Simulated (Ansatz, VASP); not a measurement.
## Al in VASP and in Ansatz

File INCAR:

```
  ALGO = Normal
  EDIFF = 1E-8
  ENCUT = 520
  GGA = PE
  ISIF = 2
  ISMEAR = -1
  LASPH = T
  LCHARG = F
  LEFG = T
  LREAL = F
  LWAVE = F
  NBANDS = 8
  NELM = 100
  PREC = Accurate
  SIGMA = 0.05
```

File KPOINTS:

```
k-points
0
Gamma
  14 14 14
```

File POSCAR:

```
Al
1.0
    0.0000000000      2.0172107856      2.0172107856
    2.0172107856      0.0000000000      2.0172107856
    2.0172107856      2.0172107856      0.0000000000
Al
1
Direct
    0.0000000000      0.0000000000      0.0000000000
```

Input for Ansatz:

```yaml
crystal:
  lattice:
    - [0.0, 2.0172107856, 2.0172107856]
    - [2.0172107856, 0.0, 2.0172107856]
    - [2.0172107856, 2.0172107856, 0.0]
  atoms:
    - { symbol: Al, position: [0.0, 0.0, 0.0] }
kpoints:
  mp_grid: { grid: [14, 14, 14] }
scf:
  occupations: { method: fermi_dirac, width: 0.05 }
hamiltonian:
  xc: pbe
  pseudopotentials: { kind: all_electron, datasets: crystal }
output:
  forces: true
  stress: true
  eigenvalues: true
  efg: { contact_densities: true }
```

Change from the starting cell: volume scaled by 0.99, crystal datasets.

Alike in both runs: task electric field gradients; functional PBE; k mesh 14 × 14 × 14; occupations fermi-dirac, width 0.05 eV; no spin polarisation.

```csv
,VASP,Ansatz
version,VASP 6.6.1,Ansatz 0.2.0
potentials or method,"VASP PAW PBE potentials, release 64 (Al), cutoff 520 eV","all-electron PAW with datasets made for the crystal, scalar-relativistic"
```

```tsv
	VASP	Ansatz	Ansatz less VASP
pressure (GPa)	0.1	0.2	+0.03
```

Ansatz ran all-electron here, and VASP with PAW potentials.
